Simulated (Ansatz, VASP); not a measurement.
## Al12HO in VASP and in Ansatz

```
CELL_PARAMETERS angstrom
5.71430 0.00000 0.00000
0.00000 5.71430 0.00000
0.00000 0.00000 22.17502
ATOMIC_POSITIONS crystal
Al 0.25000 0.25000 0.18038
Al 0.25000 0.75000 0.18038
Al 0.75000 0.25000 0.18038
Al 0.75000 0.75000 0.18038
Al 0.00000 0.00000 0.27441
Al 0.00000 0.50000 0.27441
Al 0.50000 0.00000 0.27441
Al 0.50000 0.50000 0.27441
Al 0.25000 0.25000 0.36866
Al 0.25000 0.75000 0.36866
Al 0.75000 0.25000 0.36866
Al 0.75000 0.75000 0.36866
O 0.50000 0.50000 0.41601
H 0.58750 0.58750 0.44790
```

Alike in both runs: task single point; functional PBE; k mesh 5 × 5 × 1; occupations gaussian, width 0.1 eV; collinear spin.

|  | VASP | Ansatz |
| --- | --- | --- |
| version | VASP 6.6.1 | Ansatz 0.2.0 |
| potentials or method | VASP PAW PBE potentials, release 64 (Al, O, H), cutoff 520 eV | scalar-relativistic, plane waves, PAW |
| valence electrons in the cell | 43 | 43 |

Ansatz gave:

| Quantity | Value |
| --- | --- |
| gap on the k mesh at the Fermi level (eV) | none |
| rms of the force components (eV/Å) | 0.315 |
| net moment per atom (μB) | 0.00 |
| work function, face that differs most (eV) | 4.39 |

Question: Estimate VASP's values.

Answer: gap on the k mesh at the Fermi level (eV): none; rms of the force components (eV/Å): 0.303; net moment per atom (μB): 0.00; work function, face that differs most (eV): 4.39.

Atom by atom the forces differ by 0.024 eV/Å (rms over components). A gap of «none» marks a metal or a gap that the smearing closes. Ansatz's warnings: seeded moment not kept.
